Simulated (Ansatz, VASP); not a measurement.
# One calculation of HfO2, two programs

```xyz
12
Lattice="0.0000 -4.8382 0.0000 0.0000 0.0000 -3.2203 9.6764 -2.9029 0.0000" Properties=species:S:1:pos:R:3 pbc="T T T"
Hf    4.3665   -4.8382    0.0000
Hf    9.2047   -4.8382    0.0000
Hf    1.9474   -2.4191   -1.6102
Hf    6.7856   -2.4191   -1.6102
O     0.4713   -0.9431   -1.6102
O     5.3095   -0.9431   -1.6102
O     1.0043   -3.3622    0.0000
O     5.8425   -3.3622    0.0000
O     2.8904   -1.4760    0.0000
O     7.7286   -1.4760    0.0000
O     3.4234   -3.8951   -1.6102
O     8.2616   -3.8951   -1.6102
```

Alike in both runs: task single point; functional r2SCAN; k mesh 5 × 7 × 3; occupations gaussian, width 0.05 eV; no spin polarisation.

|  | VASP | Ansatz |
| --- | --- | --- |
| version | VASP 6.6.1 | Ansatz 0.2.0 |
| potentials or method | VASP PAW PBE potentials, release 64 (Hf_pv, O), cutoff 520 eV | scalar-relativistic, plane waves, PAW |
| valence electrons in the cell | 88 | 152 |

|  | VASP | Ansatz | Ansatz less VASP |
| --- | --- | --- | --- |
| gap on the k mesh at the Fermi level (eV) | 2.01 | 2.03 | +0.026 |
| least direct gap on the mesh (eV) | 2.18 | 2.21 | +0.030 |
| pressure (GPa) | 3.3 | 6.2 | +2.90 |
| traceless stress, the component that is largest in VASP (GPa) | 17.29 | 17.04 | -0.248 |
| rms of the force components (eV/Å) | 2.185 | 2.166 | -0.0195 |

VASP's potentials were made for PBE, not for r2SCAN. Atom by atom the forces differ by 0.060 eV/Å (rms over components). VASP's potentials hold 88 valence electrons a cell and Ansatz's 152, so a difference there can come from the potentials and not from the codes.

Spin-orbit coupling is off throughout.
